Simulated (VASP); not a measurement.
# InGa3P2 (P6/mmm) in VASP: a series of runs

The runs below take InGa3P2 through single point, relaxation of cell and atoms, with PBE.

Everything below comes from runs of VASP 6.6.1. Logs are shortened: lines on timing, memory, paths and dates and some standing lists are left out, and cuts for length are marked.

### 1 The cell of the first run

Symmetry: P6/mmm, No. 191, hexagonal system. Conventional cell: a = 4.141 Å, b = 4.141 Å, c = 7.861 Å, α = 90.00°, β = 90.00°, γ = 120.00°. Within 2.8 Å of In (site symmetry 6/mmm) lie 2 P at 2.14 Å. Within 3.2 Å of Ga (site symmetry -6m2) lie 6 Ga at 2.39 Å and 6 P at 2.99 Å. Within 2.4 Å of Ga (site symmetry 6/mmm) lie 2 P at 1.79 Å and 6 Ga at 2.39 Å. P (site symmetry 6mm) has 1 Ga at 1.79 Å and 1 In at 2.14 Å within 2.4 Å.

The cell was built from a structure type or drawn by symmetry, and may not be a known phase.

### 2 Single point, PBE

INCAR reads:

```
PREC = Accurate
ENCUT = 520
EDIFF = 1E-7
ISMEAR = 0
SIGMA = 0.1
LREAL = F
LASPH = T
NELM = 80
ALGO = Normal
ISIF = 2
LWAVE = F
LCHARG = F
GGA = PE
NBANDS = 40
```

KPOINTS reads:

```
Automatic mesh
0
Gamma
  6 6 2
```

POSCAR reads:

```
InGa3P2
1.0
    4.1408217000      0.0000000000      0.0000000000
   -2.0704108500      3.5860567800      0.0000000000
    0.0000000000      0.0000000000      7.8614749000
In Ga P
1 3 2
Direct
    0.0000000000      0.0000000000      0.0000000000
    0.3333333300      0.6666666700      0.5000000000
    0.6666666700      0.3333333300      0.5000000000
    0.0000000000      0.0000000000      0.5000000000
    0.0000000000      0.0000000000      0.7278278600
    0.0000000000      0.0000000000      0.2721721400
```

Potentials or basis: VASP PAW PBE potentials, release 64 (In_d, Ga_d, P).

Started as:

```sh
$ cat potpaw_PBE.64/In_d/POTCAR potpaw_PBE.64/Ga_d/POTCAR potpaw_PBE.64/P/POTCAR > POTCAR
$ mpirun -np 1 vasp_std > vasp.out
```

OUTCAR:

```text
PREC = Accurate
   ENCUT = 520
   EDIFF = 1E-7
   ISMEAR = 0
   LREAL = F
   LASPH = T
   NELM = 80
   ISIF = 2
   GGA = PE

 ion  position               nearest neighbor table
   1  0.000  0.000  0.000-   5 2.14   6 2.14
   2  0.333  0.667  0.500-   3 2.39   4 2.39   3 2.39   4 2.39   4 2.39   3 2.39
   3  0.667  0.333  0.500-   2 2.39   4 2.39   2 2.39   4 2.39   4 2.39   2 2.39
   4  0.000  0.000  0.500-   5 1.79   6 1.79   2 2.39   3 2.39   2 2.39   3 2.39   3 2.39   2 2.39

   5  0.000  0.000  0.728-   4 1.79   1 2.14
   6  0.000  0.000  0.272-   4 1.79   1 2.14

  LATTYP: Found a hexagonal cell.
 ALAT       =     4.1408217000
 C/A-ratio  =     1.8985301637

  Lattice vectors:

 A1 = (   4.1408217000,   0.0000000000,   0.0000000000)
 A2 = (  -2.0704108500,   3.5860567800,   0.0000000000)
 A3 = (   0.0000000000,   0.0000000000,   7.8614749000)

Analysis of symmetry for initial positions (statically):
=====================================================================
 Subroutine PRICEL returns:
 Original cell was already a primitive cell.

 Routine SETGRP: Setting up the symmetry group for a
 hexagonal supercell.

 Subroutine GETGRP returns: Found 24 space group operations
 (whereof 24 operations were pure point group operations)
 out of a pool of 24 trial point group operations.

The static configuration has the point symmetry D_6h.

Analysis of symmetry for dynamics (positions and initial velocities):
=====================================================================
 Subroutine PRICEL returns:
 Original cell was already a primitive cell.

 Routine SETGRP: Setting up the symmetry group for a
 hexagonal supercell.

 Subroutine GETGRP returns: Found 24 space group operations
 (whereof 24 operations were pure point group operations)
 out of a pool of 24 trial point group operations.

The dynamic configuration has the point symmetry D_6h.

 Subroutine INISYM returns: Found 24 space group operations
 (whereof 24 operations are pure point group operations),
 and found     1 'primitive' translations

----------------------------------------------------------------------------------------

                                     Primitive cell

  volume of cell :     116.7368

  direct lattice vectors                    reciprocal lattice vectors
     4.140821700  0.000000000  0.000000000     0.241497962  0.139428913  0.000000000
    -2.070410850  3.586056780  0.000000000     0.000000000  0.278857827  0.000000000
     0.000000000  0.000000000  7.861474900     0.000000000  0.000000000  0.127202594

  length of vectors
     4.140821700  4.140821696  7.861474900     0.278857826  0.278857827  0.127202594

  position of ions in fractional coordinates (direct lattice)
     0.000000000  0.000000000  0.000000000
     0.333333330  0.666666670  0.500000000
     0.666666670  0.333333330  0.500000000
     0.000000000  0.000000000  0.500000000
     0.000000000  0.000000000  0.727827860
     0.000000000  0.000000000  0.272172140

  ion indices of the primitive-cell ions
   primitive index   ion index
                 1           1
                 2           2
                 3           3
                 4           4
                 5           5
                 6           6

----------------------------------------------------------------------------------------

 KPOINTS: Automatic mesh

Automatic generation of k-mesh.
 Grid dimensions read from file:
 generate k-points for:    6    6    2

 Generating k-lattice:

  Cartesian coordinates                     Fractional coordinates (reciprocal lattice)
     0.040249660  0.023238152  0.000000000     0.166666667  0.000000000  0.000000000
     0.000000000  0.046476304  0.000000000     0.000000000  0.166666667  0.000000000
     0.000000000  0.000000000  0.063601297     0.000000000  0.000000000  0.500000000

  Length of vectors
     0.046476304  0.046476304  0.063601297

  Shift w.r.t. Gamma in fractional coordinates (k-lattice)
     0.000000000  0.000000000  0.000000000

 Subroutine IBZKPT returns following result:
[... 48 lines left out ...]

 val. band max:        6.4378902683   @ k =   0.3333   0.1667   0.5000
 cond. band min:       6.6984590307   @ k =   0.3333   0.0000   0.5000
 fundamental gap:      0.2605687624
 Fermi energy:         6.4622808995

 k-point     1 :       0.0000    0.0000    0.0000
  band No.  band energies     occupation
      1     -11.9523      2.00000
      2     -10.8478      2.00000
      3     -10.8478      2.00000
      4     -10.5510      2.00000
      5     -10.5510      2.00000
      6     -10.1862      2.00000
[... 32 lines left out ...]
     39      12.6214      0.00000
     40      12.6214      0.00000

 k-point     2 :       0.1667    0.0000    0.0000
  band No.  band energies     occupation
      1     -11.9474      2.00000
      2     -10.8556      2.00000
      3     -10.8502      2.00000
      4     -10.6018      2.00000
      5     -10.5779      2.00000
      6     -10.0975      2.00000
[... 32 lines left out ...]
     39      12.3715      0.00000
     40      12.8733      0.00000

 k-point     3 :       0.3333    0.0000    0.0000
  band No.  band energies     occupation
      1     -11.9377      2.00000
      2     -10.8712      2.00000
      3     -10.8517      2.00000
      4     -10.7295      2.00000
      5     -10.6211      2.00000
      6     -10.0107      2.00000
[... 32 lines left out ...]
     39      12.5329      0.00000
     40      13.1452      0.00000

 k-point     4 :       0.5000    0.0000    0.0000
  band No.  band energies     occupation
      1     -11.9330      2.00000
      2     -10.8788      2.00000
      3     -10.8508      2.00000
      4     -10.7993      2.00000
      5     -10.6385      2.00000
      6      -9.9926      2.00000
[... 32 lines left out ...]
     39      13.0232      0.00000
     40      13.6917      0.00000
[... 342 lines left out ...]
     39      10.7259      0.00000
     40      12.7578      0.00000

 k-point    13 :       0.3333    0.1667    0.5000
  band No.  band energies     occupation
      1     -11.9127      2.00000
      2     -10.8725      2.00000
      3     -10.8552      2.00000
      4     -10.7706      2.00000
      5     -10.6851      2.00000
      6     -10.0063      2.00000
[... 32 lines left out ...]
     39      12.6469      0.00000
     40      13.9712      0.00000

 k-point    14 :       0.3333    0.3333    0.5000
  band No.  band energies     occupation
      1     -11.9107      2.00000
      2     -10.8644      2.00000
      3     -10.8644      2.00000
      4     -10.7581      2.00000
      5     -10.7581      2.00000
      6     -10.0068      2.00000
[... 32 lines left out ...]
     39      11.3856      0.00000
     40      15.0989      0.00000

------------------------ aborting loop because EDIFF is reached ----------------------------------------

  FORCE on cell =-STRESS in cart. coord.  units (eV):
  Direction    XX          YY          ZZ          XY          YZ          ZX
  --------------------------------------------------------------------------------------
  -------------------------------------------------------------------------------------
  Total       22.1853985     22.1853984     74.0266590     -0.0000000     -0.0000000     -0.0000000
  in kB      304.4879368    304.4879360   1015.9936809     -0.0000000     -0.0000000     -0.0000000
  external PRESSURE =     541.6565179 kB  Pullay stress =       0.0000000 kB

 VOLUME and BASIS-vectors are now :
 -----------------------------------------------------------------------------
  energy-cutoff  :      520.00
  volume of cell :      116.74
      direct lattice vectors                 reciprocal lattice vectors
     4.140821700  0.000000000  0.000000000     0.241497962  0.139428913  0.000000000
    -2.070410850  3.586056780  0.000000000     0.000000000  0.278857827  0.000000000
     0.000000000  0.000000000  7.861474900     0.000000000  0.000000000  0.127202594

 POSITION                                       TOTAL-FORCE (eV/Angst)
 -----------------------------------------------------------------------------------
      0.00000      0.00000      0.00000        -0.000000      0.000000     -0.000000
     -0.00000      2.39070      3.93074         0.000000     -0.000000     -0.000000
      2.07041      1.19535      3.93074        -0.000000      0.000000     -0.000000
      0.00000      0.00000      3.93074        -0.000000      0.000000     -0.000000
      0.00000      0.00000      5.72180        -0.000000      0.000000     11.248244
      0.00000      0.00000      2.13967        -0.000000     -0.000000    -11.248244
 -----------------------------------------------------------------------------------
    total drift:                                0.000000      0.000000     -0.000000

  FREE ENERGIE OF THE ION-ELECTRON SYSTEM (eV)
  ---------------------------------------------------
  free  energy   TOTEN  =        -8.7440791379 eV

  energy  without entropy=       -8.7259899750  energy(sigma->0) =       -8.73503456
```

Run time: 41 s. Hardware: 1 thread of Intel Xeon 6975P-C (Granite Rapids), shared host; peak memory 0.25 GiB.

Results:

* Free energy: -8.7441 eV
* Pressure: 54.2 GPa
* Largest force: 11.248 eV/Å
* Band gap on the k mesh: zero (bands 31 and 32 overlap by 0.97 eV)

Forces on the atoms (eV/Å):
```
In    0.000   0.000   0.000
Ga    0.000   0.000   0.000
Ga    0.000   0.000   0.000
Ga    0.000   0.000   0.000
P     0.000   0.000  11.248
P     0.000   0.000 -11.248
```

Levels at points of the mesh, in eV from the Fermi level:
| k point | band 27 | band 28 | band 29 | band 30 | band 31 | band 32 | band 33 | band 34 | band 35 | band 36 |
| --- | --- | --- | --- | --- | --- | --- | --- | --- | --- | --- |
| (0.00, 0.00, 0.00) | -3.97 | -1.14 | -1.14 | -0.87 | -0.87 | -0.40 | 0.35 | 0.81 | 1.23 | 1.23 |
| (0.50, 0.00, 0.00) | -4.20 | -4.13 | -2.75 | -1.42 | -0.29 | -0.07 | 1.43 | 2.05 | 3.63 | 4.47 |
| (0.00, 0.00, 0.50) | -3.54 | -1.43 | -1.43 | -1.14 | -1.14 | 0.28 | 0.81 | 1.59 | 2.60 | 2.60 |
| (0.50, 0.00, 0.50) | -4.68 | -3.81 | -2.02 | -0.99 | -0.38 | 0.92 | 1.35 | 2.81 | 2.88 | 3.48 |

Caveat: the k points lie up to 0.40 Å⁻¹ apart, too coarse for converged energies and pressures of a metal; spin-orbit coupling is left out, which moves the levels of the heavy elements; forces of over 1 eV/Å act on the atoms, so gaps and moduli don't describe the material at rest.

### 3 Single point, PBE

This run uses another cell than the first one, of 33.58 Å³/atom.

INCAR reads:

```
  PREC = Accurate
  ENCUT = 520
  EDIFF = 1E-6
  ISMEAR = 0
  SIGMA = 0.1
  LREAL = False
  LASPH = True
  NELM = 80
  ALGO = Normal
  ISIF = 2
  LWAVE = False
  LCHARG = False
  GGA = PE
  NBANDS = 40
```

KPOINTS is that of step 2.

POSCAR reads:

```
InGa3P2
1.0
    5.0064546383      0.0000000000      0.0000000000
   -2.5032273192      4.3357168997      0.0000000000
    0.0000000000      0.0000000000      9.2817990669
In Ga P
1 3 2
Direct
    0.0000000000      0.0000000000      0.0000000000
    0.3333333333      0.6666666667      0.5000000000
    0.6666666667      0.3333333333      0.5000000000
    0.0000000000      0.0000000000      0.5000000000
    0.0000000000      0.0000000000      0.7426023921
    0.0000000000      0.0000000000      0.2573976079
```

Potentials or basis: VASP PAW PBE potentials, release 64 (In_d, Ga_d, P).

Started as:

```sh
$ cat potpaw_PBE.64/In_d/POTCAR potpaw_PBE.64/Ga_d/POTCAR potpaw_PBE.64/P/POTCAR > POTCAR
$ mpirun -np 1 vasp_std > vasp.out
```

It took 76 s on 1 thread of Intel Xeon 6975P-C (Granite Rapids), shared host; peak memory 0.38 GiB.

Results (log left out):

| Item | Value |
| --- | --- |
| Free energy | -18.0637 eV |
| Pressure | -0.1 GPa |
| Band gap on the k mesh | zero (bands 31 and 32 overlap by 0.71 eV) |

Levels at points of the mesh, in eV from the Fermi level:
```
           k point  band 29  band 30  band 31  band 32  band 33  band 34
(0.00, 0.00, 0.00)    -1.41    -0.38    -0.38    -0.18    -0.18     0.76
(0.50, 0.00, 0.00)    -1.82    -1.47    -0.60    -0.18     1.90     2.20
(0.00, 0.00, 0.50)    -0.84    -0.84    -0.18    -0.18     0.00     1.36
(0.50, 0.00, 0.50)    -1.08    -0.59     0.53     0.61     0.83     0.93
```

Caveat: semilocal functionals underestimate gaps, so a narrow gap can read as zero; spin-orbit coupling is left out, which moves the levels of the heavy elements.

### 4 Relaxation of cell and atoms, PBE

INCAR reads:

```
SYSTEM = InGa3P2
PREC     = Accurate       ! precision mode
ENCUT    = 600            ! plane-wave cutoff, eV
EDIFF    = 1E-6           ! SCF threshold, eV
ISMEAR   = 0              ! smearing method
SIGMA    = 0.1            ! smearing width, eV
LREAL    = .False.        ! projectors in reciprocal space
LASPH    = .True.         ! aspherical terms in the spheres
NELM     = 100            ! most SCF steps
ALGO     = Normal         ! electronic algorithm
ISIF     = 3              ! what is computed and relaxed
LWAVE    = .False.        ! write WAVECAR
LCHARG   = .False.        ! write CHGCAR
GGA      = PE             ! functional
IBRION   = 2              ! ionic algorithm
NSW      = 90             ! ionic steps
EDIFFG   = -0.04          ! ionic threshold
```

KPOINTS reads:

```
Automatic mesh
0
Gamma
  6 6 2
  0 0 0
```

POSCAR reads:

```
InGa3P2
1.0
    4.1408217000      0.0000000000      0.0000000000
   -2.0704108500      3.5860567800      0.0000000000
    0.0000000000      0.0000000000      7.8614749000
In Ga P
1 3 2
Direct
    0.0000000000      0.0000000000      0.0000000000
    0.3333333300      0.6666666700      0.5000000000
    0.6666666700      0.3333333300      0.5000000000
    0.0000000000      0.0000000000      0.5000000000
    0.0000000000      0.0000000000      0.7278278600
    0.0000000000      0.0000000000      0.2721721400
```

Started as:

```sh
$ cat potpaw_PBE.64/In_d/POTCAR potpaw_PBE.64/Ga_d/POTCAR potpaw_PBE.64/P/POTCAR > POTCAR
$ mpirun -np 1 vasp_std > vasp.out
```

Wall time 9.9 min (1 thread of Intel Xeon 6975P-C (Granite Rapids), shared host); peak memory 0.32 GiB.

The run converged. Its results:

| Item | Value |
| --- | --- |
| Free energy | -18.0396 eV |
| Relaxed volume | 33.30 Å³/atom |
| Relaxed cell | a = 4.986 Å, b = 4.986 Å, c = 9.280 Å, α = 90.00°, β = 90.00°, γ = 120.00° |
| Space group after relaxing (to 0.1 Å) | P6/mmm (No. 191) |
| Energy gained by relaxing | 1549.2 meV/atom |
| Ionic steps | 17 |
| Pressure after relaxing | 0.0 GPa |
| Largest force after relaxing | 0.030 eV/Å |
| Band gap on the k mesh | zero (bands 31 and 32 overlap by 0.72 eV) |

Forces in eV/Å, atoms in the order of the input:
```
In   0.000  0.000  0.000
Ga   0.000  0.000  0.000
Ga   0.000  0.000  0.000
Ga   0.000  0.000  0.000
P    0.000  0.000  0.030
P    0.000  0.000 -0.030
```

Step by step:
```tsv
step	energy change (eV)	largest force (eV/Å)	pressure (GPa)	volume (Å³)
1	0.0000	11.2483	54.12	116.74
2	-6.5883	0.9206	-3.10	258.42
3	-6.9296	0.5993	-2.61	242.59
4	-7.1866	0.2859	-2.17	230.27
5	-8.0213	2.1664	4.84	168.09
6	-8.0080	1.7237	2.62	178.52
7	-8.0286	1.9433	3.56	173.56
8	-8.5664	0.9083	-0.20	190.82
9	-8.6640	0.2854	-2.64	212.72
10	-9.1787	0.6883	-1.64	211.34
11	-9.2414	0.5231	-0.47	210.45
12	-9.2419	0.5522	-0.68	210.56
13	-9.2802	0.0607	-0.28	205.90
14	-9.2838	0.1403	-0.08	204.10
15	-9.2914	0.1034	-0.32	202.77
16	-9.2914	0.1005	-0.32	202.67
17	-9.2952	0.0299	-0.02	199.79
```

Final structure:
```
In Ga P
1.0
     4.98584    0.00000    0.00000
    -2.49292    4.31787    0.00000
     0.00000    0.00000    9.28040
In Ga P
1 3 2
Direct
  0.00000 0.00000 0.00000
  0.33333 0.66667 0.50000
  0.66667 0.33333 0.50000
  0.00000 0.00000 0.50000
  0.00000 0.00000 0.74250
  0.00000 0.00000 0.25750
```

Levels at points of the mesh, in eV from the Fermi level:
| k point | band 29 | band 30 | band 31 | band 32 | band 33 | band 34 |
| --- | --- | --- | --- | --- | --- | --- |
| (0.00, 0.00, 0.00) | -1.40 | -0.38 | -0.38 | -0.19 | -0.19 | 0.76 |
| (0.50, 0.00, 0.00) | -1.85 | -1.48 | -0.60 | -0.18 | 1.90 | 2.21 |
| (0.00, 0.00, 0.50) | -0.83 | -0.83 | -0.19 | -0.19 | -0.02 | 1.36 |
| (0.50, 0.00, 0.50) | -1.08 | -0.59 | 0.53 | 0.62 | 0.81 | 0.92 |

Caveat: the k points lie up to 0.34 Å⁻¹ apart in the final cell, too coarse for converged energies and pressures of a metal; the volume moved by over 15 % at a fixed basis, so the end points are rough; semilocal functionals underestimate gaps, so a narrow gap can read as zero; spin-orbit coupling is left out, which moves the levels of the heavy elements.

### 5 Single point, PBE

This run uses another cell than the first one, of 33.35 Å³/atom.

INCAR reads:

```
PREC = Accurate ; ENCUT = 520
EDIFF = 1E-6 ; ISMEAR = 0
SIGMA = 0.1 ; LREAL = F
LASPH = T ; NELM = 80
ALGO = Normal ; ISIF = 2
LWAVE = F ; LCHARG = T
GGA = PE ; LELF = T
LVHAR = T ; NBANDS = 40
```

KPOINTS reads:

```
Automatic mesh
0
Gamma
  12 12 4
```

POSCAR reads:

```
InGa3P2
1.0
    4.9358957355      0.0000000000      0.0000000000
   -2.4679478678      4.2746110974      0.0000000000
    0.0000000000      0.0000000000      9.4842478738
In Ga P
1 3 2
Direct
    0.0000000000      0.0000000000      0.0000000000
    0.3333333333      0.6666666667      0.5000000000
    0.6666666667      0.3333333333      0.5000000000
    0.0000000000      0.0000000000      0.5000000000
    0.0000000000      0.0000000000      0.7397060295
    0.0000000000      0.0000000000      0.2602939705
```

Started as:

```sh
$ cat potpaw_PBE.64/In_d/POTCAR potpaw_PBE.64/Ga_d/POTCAR potpaw_PBE.64/P/POTCAR > POTCAR
$ mpirun -np 1 vasp_std > vasp.out
```

Run time: 4.4 min. Hardware: 1 thread of Intel Xeon 6975P-C (Granite Rapids), shared host; peak memory 0.59 GiB.

It converged, with:

```yaml
Free_energy: -18.1869 eV
Pressure: 0.0 GPa
Largest_force: 0.008 eV/Å
Band_gap_on_the_k_mesh: zero (bands 31 and 32 overlap by 0.82 eV)
```

Forces on the atoms (eV/Å):
```
In   0.000  0.000  0.000
Ga   0.000  0.000  0.000
Ga   0.000  0.000  0.000
Ga   0.000  0.000  0.000
P    0.000  0.000  0.008
P    0.000  0.000 -0.008
```

Levels at points of the mesh, in eV from the Fermi level:
```tsv
k point	band 28	band 29	band 30	band 31	band 32	band 33	band 34	band 35
(0.00, 0.00, 0.00)	-1.56	-1.52	-0.27	-0.27	-0.26	-0.26	0.76	0.97
(0.50, 0.00, 0.00)	-2.06	-1.84	-1.35	-0.50	-0.04	1.82	2.21	2.67
(0.00, 0.00, 0.50)	-1.56	-0.63	-0.63	-0.27	-0.27	-0.26	1.30	1.31
(0.50, 0.00, 0.50)	-2.18	-0.89	-0.55	0.55	0.56	0.62	0.75	2.25
```

Caveat: spin-orbit coupling is left out, which moves the levels of the heavy elements.

### 6 Overview

```csv
task,cell,k mesh,cutoff (eV),gap on the mesh (eV),pressure (GPa),largest force (eV/Å)
single point,"a = 4.141, b = 4.141, c = 7.861 Å, angles 90.0, 90.0, 120.0°, 6 atoms, atomic positions A",6 × 6 × 2,520,none,54.2,11.25
single point,"a = 5.006, b = 5.006, c = 9.282 Å, angles 90.0, 90.0, 120.0°, 6 atoms, atomic positions B",6 × 6 × 2,520,none,-0.1,-
relaxation of cell and atoms,"relaxed from a = 4.141, b = 4.141, c = 7.861 Å, angles 90.0, 90.0, 120.0°, 6 atoms, atomic positions A",6 × 6 × 2,600,none,0.0,0.03
single point,"a = 4.936, b = 4.936, c = 9.484 Å, angles 90.0, 90.0, 120.0°, 6 atoms, atomic positions C",12 × 12 × 4,520,none,0.0,0.01
```

Alike in all rows: level PBE; potentials or basis VASP PAW PBE potentials, release 64 (In_d, Ga_d, P); no spin polarisation; smearing gaussian 0.1 eV.

Caveats: some runs use coarse meshes; spin-orbit coupling is left out, which moves the levels of the heavy elements; semilocal functionals underestimate gaps, so a narrow gap can read as zero (at least some runs); forces of over 1 eV/Å act on the atoms, so gaps and moduli don't describe the material at rest (at least some runs); the volume moved by over 15 % at a fixed basis, so the end points are rough (at least some runs).

Total energies depend on the potentials used, so only differences within one code and one set of settings carry meaning.
